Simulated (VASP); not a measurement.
A run of VASP 6.6.1 is set up as follows.

File INCAR:

```
SYSTEM = Sb
ALGO = Normal
EDIFF = 1E-6
EDIFFG = -0.005
ENCUT = 600
GGA = PE
IBRION = 2
ISIF = 3
ISMEAR = -1
LASPH = .True.
LCHARG = .False.
LREAL = .False.
LWAVE = .False.
NELM = 100
NSW = 32
PREC = Accurate
PSTRESS = 2200.0
SIGMA = 0.1
```

Contents of KPOINTS:

```
k-points
0
Gamma
  9 9 12
  0 0 0
```

The input POSCAR:

```
Sb
1.0
    4.2854551815      0.0000000000      0.0000000000
   -2.1427275908      3.7113130540      0.0000000000
    0.0000000000      0.0000000000      2.5373975541
Sb
3
Direct
    0.0000000000      0.0000000000      0.0000000000
    0.3333333333      0.6666666667      0.5000000000
    0.6666666667      0.3333333333      0.5000000000
```

Potentials or basis: VASP PAW PBE potentials, release 64 (Sb).

The run is started by

```sh
$ cat potpaw_PBE.64/Sb/POTCAR > POTCAR
$ mpirun -np 1 vasp_std > vasp.out
```

Task: Predict the relaxed volume.

Result: 13.54 Å³/atom.

Task: Estimate the space group after relaxing (to 0.1 Å).

Result: P6/mmm (No. 191).

Task: What does it give for the relaxed cell?

Result: a = 4.295 Å, b = 4.295 Å, c = 2.543 Å, α = 90.00°, β = 90.00°, γ = 120.00°.

Final structure:
```
CELL_PARAMETERS angstrom
4.29493 0.00000 0.00000
-2.14746 3.71952 0.00000
0.00000 0.00000 2.54295
ATOMIC_POSITIONS crystal
Sb 0.00000 0.00000 0.00000
Sb 0.33333 0.66667 0.50000
Sb 0.66667 0.33333 0.50000
```

Caveat: the cell is relaxed towards a set pressure, so the run minimises the enthalpy, not the energy; the highest band is partly filled, so the run has too few bands.
